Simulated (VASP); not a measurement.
# BaS4 (P4/mmm) in VASP: density of states with PBE

Aim: the density of states of BaS4 with PBE.

All numbers are computed with VASP 6.6.1; they aren't measurements. Logs are shortened: lines on timing, memory, paths and dates and some standing lists are left out, and cuts for length are marked.

## 1. The cell of the first run

It takes space group P4/mmm (No. 123, tetragonal). Conventional cell: a = 5.495 Å, b = 5.495 Å, c = 5.318 Å, α = 90.00°, β = 90.00°, γ = 90.00°. Within 4.2 Å of Ba (site symmetry 4/mmm) lie 8 S at 3.21 Å. Within 2.6 Å of S (site symmetry 2mm) lie 1 S at 1.99 Å.

## 2. Density of states, PBE

Input file POSCAR:

```
BaS4
1.0
    5.4953001739      0.0000000000      0.0000000000
    0.0000000000      5.4953001739      0.0000000000
    0.0000000000      0.0000000000      5.3183739341
Ba S
1 4
Direct
    0.0000000000      0.0000000000      0.0000000000
    0.5000000000      0.0000000000      0.3131931539
    0.0000000000      0.5000000000      0.6868068461
    0.5000000000      0.0000000000      0.6868068461
    0.0000000000      0.5000000000      0.3131931539
```

Input file INCAR.step1:

```
  PREC = Accurate
  ENCUT = 520
  EDIFF = 1E-6
  ISMEAR = 0
  SIGMA = 0.1
  LREAL = False
  LASPH = True
  NELM = 100
  ALGO = Normal
  ISIF = 2
  LWAVE = False
  LCHARG = True
  GGA = PE
  NBANDS = 25
```

Input file KPOINTS.step1:

```
regular mesh
0
Gamma
  8 8 8
```

Input file INCAR.step2:

```
  PREC = Accurate
  ENCUT = 520
  EDIFF = 1E-6
  ISMEAR = -5
  SIGMA = 0.1
  LREAL = False
  LASPH = True
  NELM = 100
  ALGO = Normal
  ISIF = 2
  LWAVE = False
  LCHARG = False
  GGA = PE
  LORBIT = 10
  NEDOS = 1001
  ICHARG = 11
```

Input file KPOINTS.step2:

```
regular mesh
0
Gamma
  12 12 12
```

Potentials or basis: VASP PAW PBE potentials, release 64 (Ba_sv, S).

Started as:

```bash
$ cat potpaw_PBE.64/Ba_sv/POTCAR potpaw_PBE.64/S/POTCAR > POTCAR
$ cp INCAR.step1 INCAR
$ cp KPOINTS.step1 KPOINTS
$ mpirun -np 1 vasp_std > vasp.out
$ cp INCAR.step2 INCAR
$ cp KPOINTS.step2 KPOINTS
$ mpirun -np 1 vasp_std > vasp.out
```

OUTCAR:

```text
PREC = Accurate
   ENCUT = 520
   EDIFF = 1E-6
   ISMEAR = -5
   LREAL = False
   LASPH = True
   NELM = 100
   ISIF = 2
   GGA = PE
   LORBIT = 10
   ICHARG = 11

 ion  position               nearest neighbor table
   1  0.000  0.000  0.000-   2 3.21   3 3.21   4 3.21   5 3.21   3 3.21   5 3.21   2 3.21   4 3.21

   2  0.500  0.000  0.313-   4 1.99   1 3.21   1 3.21
   3  0.000  0.500  0.687-   5 1.99   1 3.21   1 3.21
   4  0.500  0.000  0.687-   2 1.99   1 3.21   1 3.21
   5  0.000  0.500  0.313-   3 1.99   1 3.21   1 3.21

  LATTYP: Found a simple tetragonal cell.
 ALAT       =     5.4953001739
 C/A-ratio  =     0.9678040809

  Lattice vectors:

 A1 = (   5.4953001739,   0.0000000000,   0.0000000000)
 A2 = (   0.0000000000,   5.4953001739,   0.0000000000)
 A3 = (   0.0000000000,   0.0000000000,   5.3183739341)

Analysis of symmetry for initial positions (statically):
=====================================================================
 Subroutine PRICEL returns:
 Original cell was already a primitive cell.

 Routine SETGRP: Setting up the symmetry group for a
 simple tetragonal supercell.

 Subroutine GETGRP returns: Found 16 space group operations
 (whereof 16 operations were pure point group operations)
 out of a pool of 16 trial point group operations.

The static configuration has the point symmetry D_4h.

Analysis of symmetry for dynamics (positions and initial velocities):
=====================================================================
 Subroutine PRICEL returns:
 Original cell was already a primitive cell.

 Routine SETGRP: Setting up the symmetry group for a
 simple tetragonal supercell.

 Subroutine GETGRP returns: Found 16 space group operations
 (whereof 16 operations were pure point group operations)
 out of a pool of 16 trial point group operations.

The dynamic configuration has the point symmetry D_4h.

 Subroutine INISYM returns: Found 16 space group operations
 (whereof 16 operations are pure point group operations),
 and found     1 'primitive' translations

----------------------------------------------------------------------------------------

                                     Primitive cell

  volume of cell :     160.6060

  direct lattice vectors                    reciprocal lattice vectors
     5.495300174  0.000000000  0.000000000     0.181973681  0.000000000  0.000000000
     0.000000000  5.495300174  0.000000000     0.000000000  0.181973681  0.000000000
     0.000000000  0.000000000  5.318373934     0.000000000  0.000000000  0.188027396

  length of vectors
     5.495300174  5.495300174  5.318373934     0.181973681  0.181973681  0.188027396

  position of ions in fractional coordinates (direct lattice)
     0.000000000  0.000000000  0.000000000
     0.500000000  0.000000000  0.313193154
     0.000000000  0.500000000  0.686806846
     0.500000000  0.000000000  0.686806846
     0.000000000  0.500000000  0.313193154

  ion indices of the primitive-cell ions
   primitive index   ion index
                 1           1
                 2           2
                 3           3
                 4           4
                 5           5

----------------------------------------------------------------------------------------

 KPOINTS: regular mesh

Automatic generation of k-mesh.
 Grid dimensions read from file:
 generate k-points for:   12   12   12

 Generating k-lattice:

  Cartesian coordinates                     Fractional coordinates (reciprocal lattice)
     0.015164473  0.000000000  0.000000000     0.083333333  0.000000000  0.000000000
     0.000000000  0.015164473  0.000000000     0.000000000  0.083333333  0.000000000
     0.000000000  0.000000000  0.015668950     0.000000000  0.000000000  0.083333333

  Length of vectors
     0.015164473  0.015164473  0.015668950

  Shift w.r.t. Gamma in fractional coordinates (k-lattice)
     0.000000000  0.000000000  0.000000000

 TETIRR: Found   2592 inequivalent tetrahedra from    10368

 Subroutine IBZKPT returns following result:
 ===========================================

 Found    196 irreducible k-points:

 Following reciprocal coordinates:
            Coordinates               Weight
  0.000000  0.000000  0.000000      1.000000
  0.083333  0.000000  0.000000      4.000000
  0.166667  0.000000  0.000000      4.000000
  0.250000  0.000000  0.000000      4.000000
  0.333333  0.000000  0.000000      4.000000
  0.416667  0.000000  0.000000      4.000000
[... 16 lines left out ...]
  0.333333  0.333333  0.000000      4.000000
  0.416667  0.333333  0.000000      8.000000
 [... further k-points ...]
   k-points           NKPTS =    196   k-points in BZ     NKDIM =    196   number of bands    NBANDS=     21
   number of dos      NEDOS =   1001   number of ions     NIONS =      5
   total plane-waves  NPLWV =  70560
   dimension x,y,z NGX =    42 NGY =   42 NGZ =   40
   dimension x,y,z NGXF=    84 NGYF=   84 NGZF=   80
   ions per type =               1   4
   NGX,Y,Z   is equivalent  to a cutoff of  12.71, 12.71, 12.50 a.u.
   NGXF,Y,Z  is equivalent  to a cutoff of  25.41, 25.41, 25.01 a.u.
 SYSTEM =  unknown system
   PREC   = accura    normal or accurate (medium, high low for compatibility)
   ISTART =      0    job   : 0-new  1-cont  2-samecut
   ICHARG =     11    charge: 1-file 2-atom 10-const
   ISPIN  =      1    spin polarized calculation?
   LNONCOLLINEAR =      F non collinear calculations
   LSORBIT =      F    spin-orbit coupling
   LASPH  =      T    aspherical Exc in radial PAW
   ENCUT  =  520.0 eV  38.22 Ry    6.18 a.u.  10.22 10.22  9.89*2*pi/ulx,y,z
   NELM   =    100;   NELMIN=  2; NELMDL=  0     # of ELM steps
   EDIFF  = 0.1E-05   stopping-criterion for ELM
   LREAL  =      F    real-space projection
   EDIFFG = 0.1E-04   stopping-criterion for IOM
   NSW    =      0    number of steps for IOM
   IBRION =     -1    ionic relax: 0-MD 1-quasi-New 2-CG
   NFREE  =      0    steps in history (QN), initial steepest desc. (CG)
   ISIF   =      2    stress and relaxation
   ISYM   =      2    0-nonsym 1-usesym 2-fastsym
   POTIM  = 0.5000    time-step for ionic-motion
   TEBEG  =    0.0;   TEEND  =   0.0 temperature during run
   PSTRESS=    0.0 pullay stress
   NELECT =      34.0000    total number of electrons
   NUPDOWN=      -1.0000    fix difference up-down
   EMIN   =  10.00;   EMAX   =-10.00  energy-range for DOS
   EFERMI =   0.00;   METHOD = LEGACY
   ISMEAR =    -5;   SIGMA  =   0.10  broadening in eV -4-tet -1-fermi 0-gaus
   EFERMI_NEDOS =   21; number of points for ismear=-14 and -15
   IALGO  =     38    algorithm
   IMIX   =      4    mixing-type and parameters
     AMIX     =   0.40;   BMIX     =  1.00
     AMIX_MAG =   1.60;   BMIX_MAG =  1.00
  volume/ion in A,a.u.               =      32.12       216.76
  Fermi-wavevector in a.u.,A,eV,Ry     =   0.975695  1.843795 12.952474  0.951980
  Thomas-Fermi vector in A             =   2.106254
   LORBIT       =     10    0 simple, 1 ext, 2 COOP (PROOUT), +10 PAW based schemes
   GGA     = PE    functional components
   LHFCALC =     F    Hartree Fock is set to
   AEXX    =    0.0000 exact exchange contribution
   IVDW    =     0    specifies the selected vdW correction
   LEPSILON=     F    determine dielectric tensor
   LRPA    =     F    only Hartree local field effects (RPA)
 non-spin polarized calculation
 Fermi weights with tetrahedron method with Bloechl corrections
  energy-cutoff  :      520.00
  volume of cell :      160.61
 maximum number of plane-waves:      4372
 NGX is ok and might be reduce to    42

 number of electron      34.0000011 magnetization

 Free energy of the ion-electron system (eV)
  ---------------------------------------------------
  ext. energy  EPLUGINS =         0.00000000
  ---------------------------------------------------
  free energy    TOTEN  =       -21.46980003 eV

  energy without entropy =      -21.46980003  energy(sigma->0) =      -21.46980003

 E-fermi :   1.4989     XC(G=0):  -7.8185

 val. band max:        1.5281206934   @ k =   0.4167   0.0000   0.0833
 cond. band min:       1.4936664027   @ k =   0.2500   0.0000   0.2500
 fundamental gap:     -0.0344542907
 Fermi energy:         1.4989459816

 k-point     1 :       0.0000    0.0000    0.0000
  band No.  band energies     occupation
      1     -25.4566      2.00000
      2     -13.5093      2.00000
      3     -13.2510      2.00000
      4     -10.9362      2.00000
      5     -10.7739      2.00000
      6     -10.7739      2.00000
[... 13 lines left out ...]
     20       5.1963      0.00000
     21       5.9580      0.00000

 k-point     2 :       0.0833    0.0000    0.0000
  band No.  band energies     occupation
      1     -25.4565      2.00000
      2     -13.5089      2.00000
      3     -13.2601      2.00000
      4     -10.9296      2.00000
      5     -10.7735      2.00000
      6     -10.7634      2.00000
[... 13 lines left out ...]
     20       5.2255      0.00000
     21       6.0155      0.00000

 k-point     3 :       0.1667    0.0000    0.0000
  band No.  band energies     occupation
      1     -25.4560      2.00000
      2     -13.5078      2.00000
      3     -13.2845      2.00000
      4     -10.9114      2.00000
      5     -10.7725      2.00000
      6     -10.7352      2.00000
[... 13 lines left out ...]
     20       5.3022      0.00000
     21       6.1787      0.00000

 k-point     4 :       0.2500    0.0000    0.0000
  band No.  band energies     occupation
      1     -25.4554      2.00000
      2     -13.5063      2.00000
      3     -13.3171      2.00000
      4     -10.8857      2.00000
      5     -10.7711      2.00000
      6     -10.6976      2.00000
[... 13 lines left out ...]
     20       5.3995      0.00000
     21       6.4137      0.00000

 k-point     5 :       0.3333    0.0000    0.0000
  band No.  band energies     occupation
      1     -25.4549      2.00000
      2     -13.5046      2.00000
      3     -13.3488      2.00000
      4     -10.8590      2.00000
      5     -10.7697      2.00000
      6     -10.6611      2.00000
[... 13 lines left out ...]
     20       5.4870      0.00000
     21       6.6509      0.00000

 k-point     6 :       0.4167    0.0000    0.0000
  band No.  band energies     occupation
      1     -25.4544      2.00000
      2     -13.5033      2.00000
      3     -13.3716      2.00000
      4     -10.8388      2.00000
      5     -10.7686      2.00000
      6     -10.6349      2.00000
[... 13 lines left out ...]
     20       5.5444      0.00000
     21       6.6368      0.00000

 k-point     7 :       0.5000    0.0000    0.0000
  band No.  band energies     occupation
      1     -25.4543      2.00000
      2     -13.5027      2.00000
      3     -13.3799      2.00000
      4     -10.8312      2.00000
      5     -10.7683      2.00000
      6     -10.6255      2.00000
[... 13 lines left out ...]
     20       5.5639      0.00000
     21       6.4856      0.00000
[... 291 lines left out ...]
      1     -25.4537      2.00000
      2     -13.5019      2.00000
      3     -13.4104      2.00000
      4     -10.8070      2.00000
      5     -10.6949      2.00000
      6     -10.6585      2.00000
[... 13 lines left out ...]
     20       5.3148      0.00000
     21       6.5389      0.00000

 k-point    21 :       0.4167    0.2500    0.0000
  band No.  band energies     occupation
      1     -25.4532      2.00000
      2     -13.5006      2.00000
      3     -13.4323      2.00000
      4     -10.7863      2.00000
      5     -10.6937      2.00000
      6     -10.6328      2.00000
[... 13 lines left out ...]
     20       5.2789      0.00000
     21       6.5456      0.00000

 k-point    22 :       0.5000    0.2500    0.0000
  band No.  band energies     occupation
      1     -25.4531      2.00000
      2     -13.5001      2.00000
      3     -13.4402      2.00000
      4     -10.7786      2.00000
      5     -10.6933      2.00000
      6     -10.6235      2.00000
[... 13 lines left out ...]
     20       5.2662      0.00000
     21       6.4376      0.00000

 k-point    23 :       0.3333    0.3333    0.0000
  band No.  band energies     occupation
      1     -25.4531      2.00000
      2     -13.5004      2.00000
      3     -13.4400      2.00000
      4     -10.7794      2.00000
      5     -10.6618      2.00000
      6     -10.6543      2.00000
[... 13 lines left out ...]
     20       5.2422      0.00000
     21       6.4270      0.00000

 k-point    24 :       0.4167    0.3333    0.0000
  band No.  band energies     occupation
      1     -25.4527      2.00000
      2     -13.4992      2.00000
      3     -13.4614      2.00000
      4     -10.7585      2.00000
      5     -10.6575      2.00000
      6     -10.6318      2.00000
[... 13 lines left out ...]
     20       5.1841      0.00000
     21       6.4074      0.00000

 [... further k-points ...]
[... 5 lines left out ...]
  --------------------------------------------------------------------------------------
  -------------------------------------------------------------------------------------
  Total        0.2571913      0.2571913     -0.4282359      0.0000000      0.0000000      0.0000000
  in kB        2.5656960      2.5656960     -4.2720071      0.0000000      0.0000000      0.0000000
  external PRESSURE =       0.2864617 kB  Pullay stress =       0.0000000 kB

 VOLUME and BASIS-vectors are now :
 -----------------------------------------------------------------------------
  energy-cutoff  :      520.00
  volume of cell :      160.61
      direct lattice vectors                 reciprocal lattice vectors
     5.495300174  0.000000000  0.000000000     0.181973681  0.000000000  0.000000000
     0.000000000  5.495300174  0.000000000     0.000000000  0.181973681  0.000000000
     0.000000000  0.000000000  5.318373934     0.000000000  0.000000000  0.188027396

 POSITION                                       TOTAL-FORCE (eV/Angst)
 -----------------------------------------------------------------------------------
      0.00000      0.00000      0.00000        -0.000000     -0.000000      0.000000
      2.74765      0.00000      1.66568        -0.000000      0.000000      0.203039
      0.00000      2.74765      3.65270        -0.000000     -0.000000     -0.203039
      2.74765      0.00000      3.65270         0.000000      0.000000     -0.203039
      0.00000      2.74765      1.66568        -0.000000     -0.000000      0.203039
 -----------------------------------------------------------------------------------
    total drift:                               -0.000000      0.000000      0.000000

  FREE ENERGIE OF THE ION-ELECTRON SYSTEM (eV)
  ---------------------------------------------------
  free  energy   TOTEN  =       -21.4698000346 eV

  energy  without entropy=      -21.4698000346  energy(sigma->0) =      -21.46980003

 total charge

# of ion       s       p       d       tot
------------------------------------------
    1        2.007   5.616   0.280   7.903
    2        1.352   2.310   0.000   3.662
    3        1.352   2.310   0.000   3.662
    4        1.352   2.310   0.000   3.662
    5        1.352   2.310   0.000   3.662
--------------------------------------------------
tot          7.416  14.855   0.280  22.551
```

Wall time 7.5 min (1 thread of Intel Xeon Platinum 8488C (Sapphire Rapids), shared host); peak memory 0.68 GiB.

Results:

```yaml
Valence_electrons_inside_the_program's_atomic_spheres: Ba 7.90; S 3.66
```

Levels at points of the mesh, in eV from the Fermi level:
```
           k point  band 15  band 16  band 17  band 18  band 19  band 20
(0.00, 0.00, 0.00)    -1.23    -1.23     0.41     0.41     2.48     3.70
(0.50, 0.00, 0.00)    -1.00    -0.12    -0.02     0.06     3.17     4.06
(0.50, 0.50, 0.00)    -0.65    -0.49     0.30     0.77     3.57     3.57
(0.00, 0.00, 0.50)    -0.81    -0.81     0.16     0.16     1.31     1.82
(0.50, 0.00, 0.50)    -1.23    -0.72    -0.61    -0.26     1.61     2.28
(0.50, 0.50, 0.50)    -1.68    -1.67    -0.72     0.37     2.32     2.32
```

Caveat: spin-orbit coupling is left out, which moves the levels of the heavy elements; tetrahedron occupations give inexact forces and stress in metals.
